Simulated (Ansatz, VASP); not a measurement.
SrTiO3 in VASP and in Ansatz

```xyz
5
Lattice="3.8271 0.0000 0.0000 0.0000 3.8271 0.0000 0.0000 0.0000 3.8271" Properties=species:S:1:pos:R:3 pbc="T T T"
Sr    0.0000    0.0000    0.0000
Ti    1.9135    1.9135    1.9135
O     1.9135    1.9135    0.0000
O     1.9135    0.0000    1.9135
O     0.0000    1.9135    1.9135
```

Alike in both runs: task single point; functional r2SCAN; k mesh 6 × 6 × 6; no spin polarisation.

|  | VASP | Ansatz |
| --- | --- | --- |
| version | VASP 6.6.1 | Ansatz 0.2.0 |
| potentials or method | VASP PAW PBE potentials, release 64 (Sr_sv, Ti_sv, O) | plane waves, PAW |
| plane-wave cutoff (eV) | 520 | 500 |
| occupations | gaussian, width 0.01 eV | fixed |
| valence electrons in the cell | 40 | 40 |

|  | VASP | Ansatz | Ansatz less VASP |
| --- | --- | --- | --- |
| gap on the k mesh at the Fermi level (eV) | 2.41 | 2.40 | -0.008 |
| pressure (GPa) | 14.5 | 13.4 | -1.11 |

VASP's potentials were made for PBE, not for r2SCAN.
